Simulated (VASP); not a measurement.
# SnSe (F-43m) in VASP: notebook

SnSe is run at these levels: PBEsol, LDA, PBE, r2SCAN; tasks: relaxation of cell and atoms, single point.

Everything below comes from runs of VASP 6.6.1. Logs are shortened: lines on timing, memory, paths and dates and some standing lists are left out, and cuts for length are marked.

### Step 1. The cell of the first run

It takes space group F-43m (No. 216, cubic). Conventional cell: a = 6.778 Å, b = 6.778 Å, c = 6.778 Å, α = 90.00°, β = 90.00°, γ = 90.00°. Sn (site symmetry -43m) has 4 Se at 2.94 Å within 3.9 Å. Within 3.9 Å of Se (site symmetry -43m) lie 4 Sn at 2.94 Å.

### Step 2. Relaxation of cell and atoms, PBEsol

Contents of INCAR:

```
SYSTEM = SnSe
  ALGO = Normal
  EDIFF = 1E-7
  EDIFFG = -0.005
  ENCUT = 600
  GGA = PS
  IBRION = 2
  ISIF = 3
  ISMEAR = -1
  LASPH = .TRUE.
  LCHARG = .FALSE.
  LREAL = .FALSE.
  LWAVE = .FALSE.
  NELM = 100
  NSW = 80
  PREC = Accurate
  SIGMA = 0.02
```

Contents of KPOINTS:

```
k-points
0
G
  6 6 6
  0 0 0
```

Contents of POSCAR:

```
SnSe
1.0
    0.0000000000      3.3891331749      3.3891331749
    3.3891331749      0.0000000000      3.3891331749
    3.3891331749      3.3891331749      0.0000000000
Sn Se
1 1
Direct
    0.0000000000      0.0000000000      0.0000000000
    0.2500000000      0.2500000000      0.2500000000
```

Potentials or basis: VASP PAW PBE potentials, release 64 (Sn_d, Se).

Started as:

```
$ cat potpaw_PBE.64/Sn_d/POTCAR potpaw_PBE.64/Se/POTCAR > POTCAR
$ mpirun -np 1 vasp_std > vasp.out
```

OUTCAR:

```text
SYSTEM = SnSe
   EDIFF = 1E-7
   EDIFFG = -0.005
   ENCUT = 600
   GGA = PS
   IBRION = 2
   ISIF = 3
   ISMEAR = -1
   LASPH = .TRUE.
   LREAL = .FALSE.
   NELM = 100
   NSW = 80
   PREC = Accurate

 ion  position               nearest neighbor table
   1  0.000  0.000  0.000-   2 2.94   2 2.94   2 2.94   2 2.94
   2  0.250  0.250  0.250-   1 2.94   1 2.94   1 2.94   1 2.94

  LATTYP: Found a face centered cubic cell.
 ALAT       =     6.7782663498

  Lattice vectors:

 A1 = (   0.0000000000,   3.3891331749,   3.3891331749)
 A2 = (   3.3891331749,   0.0000000000,   3.3891331749)
 A3 = (   3.3891331749,   3.3891331749,   0.0000000000)

Analysis of symmetry for initial positions (statically):
=====================================================================
 Subroutine PRICEL returns:
 Original cell was already a primitive cell.

 Routine SETGRP: Setting up the symmetry group for a
 face centered cubic supercell.

 Subroutine GETGRP returns: Found 24 space group operations
 (whereof 24 operations were pure point group operations)
 out of a pool of 48 trial point group operations.

The static configuration has the point symmetry T_d .

Analysis of symmetry for dynamics (positions and initial velocities):
=====================================================================
 Subroutine PRICEL returns:
 Original cell was already a primitive cell.

 Routine SETGRP: Setting up the symmetry group for a
 face centered cubic supercell.

 Subroutine GETGRP returns: Found 24 space group operations
 (whereof 24 operations were pure point group operations)
 out of a pool of 48 trial point group operations.

The dynamic configuration has the point symmetry T_d .

 Subroutine INISYM returns: Found 24 space group operations
 (whereof 24 operations are pure point group operations),
 and found     1 'primitive' translations

----------------------------------------------------------------------------------------

                                     Primitive cell

  volume of cell :      77.8567

  direct lattice vectors                    reciprocal lattice vectors
     0.000000000  3.389133175  3.389133175    -0.147530349  0.147530349  0.147530349
     3.389133175  0.000000000  3.389133175     0.147530349 -0.147530349  0.147530349
     3.389133175  3.389133175  0.000000000     0.147530349  0.147530349 -0.147530349

  length of vectors
     4.792958101  4.792958101  4.792958101     0.255530060  0.255530060  0.255530060

  position of ions in fractional coordinates (direct lattice)
     0.000000000  0.000000000  0.000000000
     0.250000000  0.250000000  0.250000000

  ion indices of the primitive-cell ions
   primitive index   ion index
                 1           1
                 2           2

----------------------------------------------------------------------------------------

 KPOINTS: k-points

Automatic generation of k-mesh.
 Grid dimensions read from file:
 generate k-points for:    6    6    6

 Generating k-lattice:

  Cartesian coordinates                     Fractional coordinates (reciprocal lattice)
    -0.024588391  0.024588391  0.024588391     0.166666667  0.000000000  0.000000000
     0.024588391 -0.024588391  0.024588391     0.000000000  0.166666667  0.000000000
     0.024588391  0.024588391 -0.024588391     0.000000000  0.000000000  0.166666667

  Length of vectors
     0.042588343  0.042588343  0.042588343

  Shift w.r.t. Gamma in fractional coordinates (k-lattice)
     0.000000000  0.000000000  0.000000000

 Subroutine IBZKPT returns following result:
 ===========================================

 Found     16 irreducible k-points:

 Following reciprocal coordinates:
            Coordinates               Weight
  0.000000  0.000000  0.000000      1.000000
  0.166667  0.000000  0.000000      8.000000
  0.333333  0.000000  0.000000      8.000000
  0.500000  0.000000  0.000000      4.000000
  0.166667  0.166667  0.000000      6.000000
  0.333333  0.166667  0.000000     24.000000
[... 8 lines left out ...]
 -0.333333  0.333333  0.166667     24.000000
 -0.333333  0.500000  0.166667     12.000000
   k-points           NKPTS =     16   k-points in BZ     NKDIM =     16   number of bands    NBANDS=     14
   number of dos      NEDOS =    301   number of ions     NIONS =      2
   total plane-waves  NPLWV =  64000
   dimension x,y,z NGX =    40 NGY =   40 NGZ =   40
   dimension x,y,z NGXF=    80 NGYF=   80 NGZF=   80
   ions per type =               1   1
   NGX,Y,Z   is equivalent  to a cutoff of  13.87, 13.87, 13.87 a.u.
   NGXF,Y,Z  is equivalent  to a cutoff of  27.75, 27.75, 27.75 a.u.
 SYSTEM =  SnSe
   PREC   = accura    normal or accurate (medium, high low for compatibility)
   ISTART =      0    job   : 0-new  1-cont  2-samecut
   ICHARG =      2    charge: 1-file 2-atom 10-const
   ISPIN  =      1    spin polarized calculation?
   LNONCOLLINEAR =      F non collinear calculations
   LSORBIT =      F    spin-orbit coupling
   LASPH  =      T    aspherical Exc in radial PAW
   ENCUT  =  600.0 eV  44.10 Ry    6.64 a.u.   9.57  9.57  9.57*2*pi/ulx,y,z
   NELM   =    100;   NELMIN=  2; NELMDL= -5     # of ELM steps
   EDIFF  = 0.1E-06   stopping-criterion for ELM
   LREAL  =      F    real-space projection
   EDIFFG = -.5E-02   stopping-criterion for IOM
   NSW    =     80    number of steps for IOM
   IBRION =      2    ionic relax: 0-MD 1-quasi-New 2-CG
   NFREE  =      1    steps in history (QN), initial steepest desc. (CG)
   ISIF   =      3    stress and relaxation
   ISYM   =      2    0-nonsym 1-usesym 2-fastsym
   POTIM  = 0.5000    time-step for ionic-motion
   TEBEG  =    0.0;   TEEND  =   0.0 temperature during run
   PSTRESS=    0.0 pullay stress
   NELECT =      20.0000    total number of electrons
   NUPDOWN=      -1.0000    fix difference up-down
   EMIN   =  10.00;   EMAX   =-10.00  energy-range for DOS
   EFERMI =   0.00;   METHOD = LEGACY
   ISMEAR =    -1;   SIGMA  =   0.02  broadening in eV -4-tet -1-fermi 0-gaus
   EFERMI_NEDOS =   21; number of points for ismear=-14 and -15
   IALGO  =     38    algorithm
   IMIX   =      4    mixing-type and parameters
     AMIX     =   0.40;   BMIX     =  1.00
     AMIX_MAG =   1.60;   BMIX_MAG =  1.00
  volume/ion in A,a.u.               =      38.93       262.70
  Fermi-wavevector in a.u.,A,eV,Ry     =   1.040686  1.966611 14.735469  1.083026
  Thomas-Fermi vector in A             =   2.175272
   LORBIT       =      0    0 simple, 1 ext, 2 COOP (PROOUT), +10 PAW based schemes
   GGA     = PS    functional components
   LHFCALC =     F    Hartree Fock is set to
   AEXX    =    0.0000 exact exchange contribution
   IVDW    =     0    specifies the selected vdW correction
   LEPSILON=     F    determine dielectric tensor
   LRPA    =     F    only Hartree local field effects (RPA)
 conjugate gradient relaxation of ions
 non-spin polarized calculation
  energy-cutoff  :      600.00
  volume of cell :       77.86
 maximum number of plane-waves:      2637
 NGX is ok and might be reduce to    40
   NGX = 19   NGY = 19   NGZ = 19

--------------------------------------- Ionic step        1  -------------------------------------------

 number of electron      20.0000003 magnetization

 Free energy of the ion-electron system (eV)
  ---------------------------------------------------
  ext. energy  EPLUGINS =         0.00000000
  ---------------------------------------------------
  free energy    TOTEN  =        -8.29889424 eV

  energy without entropy =       -8.29863968  energy(sigma->0) =       -8.29876696

------------------------ aborting loop because EDIFF is reached ----------------------------------------

  FORCE on cell =-STRESS in cart. coord.  units (eV):
  Direction    XX          YY          ZZ          XY          YZ          ZX
  --------------------------------------------------------------------------------------
  -------------------------------------------------------------------------------------
  Total       -0.7517150     -0.7517150     -0.7517150     -0.0000000      0.0000000     -0.0000000
  in kB      -15.4692015    -15.4692015    -15.4692015     -0.0000000      0.0000000     -0.0000000
  external PRESSURE =     -15.4692015 kB  Pullay stress =       0.0000000 kB

 VOLUME and BASIS-vectors are now :
 -----------------------------------------------------------------------------
  energy-cutoff  :      600.00
  volume of cell :       77.86
      direct lattice vectors                 reciprocal lattice vectors
     0.000000000  3.389133175  3.389133175    -0.147530349  0.147530349  0.147530349
     3.389133175  0.000000000  3.389133175     0.147530349 -0.147530349  0.147530349
     3.389133175  3.389133175  0.000000000     0.147530349  0.147530349 -0.147530349

 POSITION                                       TOTAL-FORCE (eV/Angst)
 -----------------------------------------------------------------------------------
      0.00000      0.00000      0.00000         0.000000     -0.000000      0.000000
      1.69457      1.69457      1.69457        -0.000000      0.000000     -0.000000
 -----------------------------------------------------------------------------------
    total drift:                               -0.000000     -0.000000     -0.000000

  FREE ENERGIE OF THE ION-ELECTRON SYSTEM (eV)
  ---------------------------------------------------
  free  energy   TOTEN  =        -8.2988942407 eV

  energy  without entropy=       -8.2986396768  energy(sigma->0) =       -8.29876696

--------------------------------------- Ionic step        2  -------------------------------------------

 number of electron      19.9999999 magnetization

 Free energy of the ion-electron system (eV)
  ---------------------------------------------------
  ext. energy  EPLUGINS =         0.00000000
  ---------------------------------------------------
  free energy    TOTEN  =        -8.31915218 eV

  energy without entropy =       -8.31777362  energy(sigma->0) =       -8.31846290

 E-fermi :   3.0477     XC(G=0):  -8.1795

 val. band max:        3.0222612748   @ k =  -0.3333   0.5000   0.1667
 cond. band min:       3.2173940431   @ k =   0.3333   0.3333   0.0000
 fundamental gap:      0.1951327683
 Fermi energy:         3.0476592101

 k-point     1 :       0.0000    0.0000    0.0000
  band No.  band energies     occupation
      1     -18.5331      2.00000
      2     -18.5331      2.00000
      3     -18.5331      2.00000
      4     -18.5166      2.00000
      5     -18.5166      2.00000
      6     -10.3394      2.00000
      7      -2.1485      2.00000
      8       0.7424      2.00000
      9       0.7424      2.00000
     10       0.7424      2.00000
     11       4.5693      0.00000
     12       4.5693      0.00000
     13       4.5693      0.00000
     14       7.8091      0.00000

 k-point     2 :       0.1667    0.0000    0.0000
  band No.  band energies     occupation
      1     -18.5343      2.00000
      2     -18.5322      2.00000
      3     -18.5322      2.00000
      4     -18.5166      2.00000
      5     -18.5166      2.00000
      6     -10.2275      2.00000
      7      -2.7753      2.00000
      8       0.5827      2.00000
      9       0.5827      2.00000
     10       0.9872      2.00000
     11       4.6271      0.00000
     12       4.8438      0.00000
     13       4.8438      0.00000
     14       8.7847      0.00000
[... 207 lines left out ...]
      1     -18.5396      2.00000
      2     -18.5290      2.00000
      3     -18.5266      2.00000
      4     -18.5172      2.00000
      5     -18.5155      2.00000
      6      -9.6968      2.00000
      7      -4.3461      2.00000
      8      -0.9479      2.00000
      9      -0.3535      2.00000
     10       2.7619      2.00000
     11       4.8755      0.00000
     12       5.4426      0.00000
     13       6.8601      0.00000
     14       8.3922      0.00000

 k-point    16 :      -0.3333    0.5000    0.1667
  band No.  band energies     occupation
      1     -18.5414      2.00000
      2     -18.5278      2.00000
      3     -18.5254      2.00000
      4     -18.5181      2.00000
      5     -18.5148      2.00000
      6      -9.6485      2.00000
      7      -4.4361      2.00000
      8      -0.7723      2.00000
      9      -0.7035      2.00000
     10       3.0223      1.56145
     11       3.9632      0.00000
     12       6.1217      0.00000
     13       7.1948      0.00000
     14       8.5153      0.00000

------------------------ aborting loop because EDIFF is reached ----------------------------------------

  FORCE on cell =-STRESS in cart. coord.  units (eV):
  Direction    XX          YY          ZZ          XY          YZ          ZX
  --------------------------------------------------------------------------------------
  -------------------------------------------------------------------------------------
  Total        0.0096427      0.0096427      0.0096427     -0.0000000      0.0000000     -0.0000000
  in kB        0.2096305      0.2096305      0.2096305     -0.0000000      0.0000000     -0.0000000
  external PRESSURE =       0.2096305 kB  Pullay stress =       0.0000000 kB

 VOLUME and BASIS-vectors are now :
 -----------------------------------------------------------------------------
  energy-cutoff  :      600.00
  volume of cell :       73.70
      direct lattice vectors                 reciprocal lattice vectors
    -0.000000000  3.327680181  3.327680181    -0.150254824  0.150254824  0.150254824
     3.327680181  0.000000000  3.327680181     0.150254824 -0.150254824  0.150254824
     3.327680181  3.327680181 -0.000000000     0.150254824  0.150254824 -0.150254824

 POSITION                                       TOTAL-FORCE (eV/Angst)
 -----------------------------------------------------------------------------------
      3.32768      6.65536      3.32768        -0.000000      0.000000     -0.000000
      1.66384      1.66384      1.66384         0.000000     -0.000000      0.000000
 -----------------------------------------------------------------------------------
    total drift:                                0.000000      0.000000      0.000000

  FREE ENERGIE OF THE ION-ELECTRON SYSTEM (eV)
  ---------------------------------------------------
  free  energy   TOTEN  =        -8.3191521757 eV

  energy  without entropy=       -8.3177736167  energy(sigma->0) =       -8.31846290

 reached required accuracy - stopping structural energy minimisation
```

It took 57 s on 1 thread of Intel Xeon Platinum 8488C (Sapphire Rapids), shared host; peak memory 0.25 GiB.

Results:

* Free energy: -8.3192 eV
* Relaxed volume: 36.85 Å³/atom
* Relaxed cell: a = 4.706 Å, b = 4.706 Å, c = 4.706 Å, α = 60.00°, β = 60.00°, γ = 60.00°
* Space group after relaxing (to 0.05 Å): F-43m (No. 216)
* Energy gained by relaxing: 10.1 meV/atom
* Ionic steps: 2
* Pressure after relaxing: 0.0 GPa
* Band gap on the k mesh: zero (band 10 reaches 3.02 eV, above the bottom of band 11 at 3.01 eV)

Step by step:
| step | energy change (eV) | largest force (eV/Å) | pressure (GPa) | volume (Å³) |
| --- | --- | --- | --- | --- |
| 1 | 0.0000 | 0.0000 | -1.55 | 77.86 |
| 2 | -0.0203 | 0.0000 | 0.02 | 73.70 |

Final structure:
```
Sn Se
1.0
     0.00000    3.32768    3.32768
     3.32768    0.00000    3.32768
     3.32768    3.32768    0.00000
Sn Se
1 1
Direct
  0.00000 0.00000 0.00000
  0.25000 0.25000 0.25000
```

Levels at points of the mesh, in eV from the Fermi level:
| k point | band 6 | band 7 | band 8 | band 9 | band 10 | band 11 | band 12 | band 13 | band 14 |
| --- | --- | --- | --- | --- | --- | --- | --- | --- | --- |
| (0.00, 0.00, 0.00) | -13.39 | -5.20 | -2.31 | -2.31 | -2.31 | 1.52 | 1.52 | 1.52 | 4.76 |
| (0.50, 0.00, 0.00) | -12.88 | -7.24 | -2.85 | -2.85 | -2.17 | 2.29 | 2.29 | 3.48 | 6.29 |
| (0.50, 0.50, 0.00) | -12.70 | -7.51 | -3.58 | -3.58 | -0.57 | -0.04 | 4.55 | 4.55 | 5.58 |

Caveat: the PAW data sets were made with another functional, which shifts forces and pressure a little; spin-orbit coupling is left out, which moves the levels of the heavy elements.

### Step 3. Relaxation of cell and atoms, LDA

Contents of INCAR:

```
  PREC = Accurate
  ENCUT = 600
  EDIFF = 1E-7
  ISMEAR = -1
  SIGMA = 0.02
  LREAL = F
  LASPH = T
  NELM = 60
  ALGO = Normal
  ISIF = 3
  LWAVE = F
  LCHARG = F
  IBRION = 2
  NSW = 80
  EDIFFG = -0.005
```

Contents of KPOINTS:

```
Automatic mesh
0
Gamma
  6 6 6
```

POSCAR is that of step 2.

Potentials or basis: VASP PAW LDA potentials, release 64 (Sn_d, Se).

Started as:

```
$ cat potpaw_LDA.64/Sn_d/POTCAR potpaw_LDA.64/Se/POTCAR > POTCAR
$ mpirun -np 1 vasp_std > vasp.out
```

Wall time 57 s (1 thread of Intel Xeon Platinum 8488C (Sapphire Rapids), shared host); peak memory 0.21 GiB.

The run converged. Its results:

```
Free energy                            : -8.7752 eV
Relaxed volume                         : 35.72 Å³/atom
Relaxed cell                           : a = 4.658 Å, b = 4.658 Å, c = 4.658 Å, α = 60.00°, β = 60.00°, γ = 60.00°
Space group after relaxing (to 0.05 Å) : F-43m (No. 216)
Energy gained by relaxing              : 27.5 meV/atom
Ionic steps                            : 3
Pressure after relaxing                : 0.0 GPa
Band gap on the k mesh                 : zero (band 10 reaches 3.25 eV, above the bottom of band 11 at 3.11 eV)
```

Step by step:
```
step  energy change (eV)  largest force (eV/Å)  pressure (GPa)  volume (Å³)
   1              0.0000                0.0000           -2.54        77.86
   2             -0.0548                0.0000            0.17        71.12
   3             -0.0550                0.0000            0.01        71.45
```

Final structure:
```yaml
crystal:
  lattice:
    - [0.00000, 3.29345, 3.29345]
    - [3.29345, 0.00000, 3.29345]
    - [3.29345, 3.29345, 0.00000]
  atoms:
    - { symbol: Sn, position: [0.00000, 0.00000, 0.00000] }
    - { symbol: Se, position: [0.25000, 0.25000, 0.25000] }
```

Levels at points of the mesh, in eV from the Fermi level:
```csv
k point,band 8,band 9,band 10,band 11,band 12,band 13
"(0.00, 0.00, 0.00)",-2.39,-2.39,-2.39,1.47,1.47,1.47
"(0.50, 0.00, 0.00)",-2.95,-2.95,-2.24,2.26,2.26,3.51
"(0.50, 0.50, 0.00)",-3.71,-3.71,-0.61,-0.16,4.62,4.62
```

Caveat: spin-orbit coupling is left out, which moves the levels of the heavy elements.

[end of part 1 of 2]
